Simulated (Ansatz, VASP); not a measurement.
## B2Ru3 in VASP and in Ansatz

The input INCAR:

```
  PREC = Accurate
  ENCUT = 600
  EDIFF = 1E-7
  ISMEAR = 0
  SIGMA = 0.1
  LREAL = F
  LASPH = T
  NELM = 80
  ALGO = Fast
  ISIF = 3
  LWAVE = F
  LCHARG = F
  GGA = PE
  IBRION = 2
  NSW = 100
  EDIFFG = -0.01
```

The input KPOINTS:

```
regular mesh
0
Gamma
  8 8 12
```

Contents of POSCAR:

```
B2Ru3
1.0
    4.6742802242      0.0000000000      0.0000000000
    0.0000000000      4.6742802242      0.0000000000
    0.0000000000      0.0000000000      3.0445372573
B Ru
2 3
Direct
    0.5000000000      0.5000000000      0.2493739647
    0.5000000000      0.5000000000      0.7506260353
    0.0000000000      0.0000000000      0.0000000000
    0.0000000000      0.5000000000      0.0000000000
    0.5000000000      0.0000000000      0.0000000000
```

Input for Ansatz:

```yaml
crystal:
  lattice:
    - [4.6742802242, 0.0, 0.0]
    - [0.0, 4.6742802242, 0.0]
    - [0.0, 0.0, 3.0445372573]
  atoms:
    - { symbol: B, position: [0.5, 0.5, 0.2493739647] }
    - { symbol: B, position: [0.5, 0.5, 0.7506260353] }
    - { symbol: Ru, position: [0.0, 0.0, 0.0] }
    - { symbol: Ru, position: [0.0, 0.5, 0.0] }
    - { symbol: Ru, position: [0.5, 0.0, 0.0] }
basis:
  ecutwfc: 420
kpoints:
  mp_grid: { grid: [8, 8, 12] }
hamiltonian:
  xc: pbe
scf:
  occupations: { method: gaussian, width: 0.1 }
output:
  forces: true
  stress: true
  eigenvalues: true
relax:
  adjacent_minimum: "off"
  f_tol: 0.01
  max_steps: 80
  cell: { stress_tol: 0.05 }
```

Alike in both runs: task relaxation of cell and atoms; functional PBE; k mesh 8 × 8 × 12; occupations gaussian, width 0.1 eV; no spin polarisation.

|  | VASP | Ansatz |
| --- | --- | --- |
| version | VASP 6.6.1 | Ansatz 0.2.0 |
| potentials or method | VASP PAW PBE potentials, release 64 (B, Ru_pv), cutoff 600 eV | scalar-relativistic, plane waves, PAW |
| valence electrons in the cell | 48 | 54 |

VASP gave:

```
gap on the k mesh at the Fermi level, each at its own relaxed structure (eV)  : none
relaxed volume (Å³/atom)                                                      : 13.33
relaxed length of the cell vector where the two differ most in proportion (Å) : 4.673
```

Problem. What did Ansatz give for the same quantities?

Solution. gap on the k mesh at the Fermi level, each at its own relaxed structure (eV): none; relaxed volume (Å³/atom): 13.32; relaxed length of the cell vector where the two differ most in proportion (Å): 4.670.

A gap of «none» marks a metal or a gap that the smearing closes. VASP's potentials hold 48 valence electrons a cell and Ansatz's 54, so a difference there can come from the potentials and not from the codes.
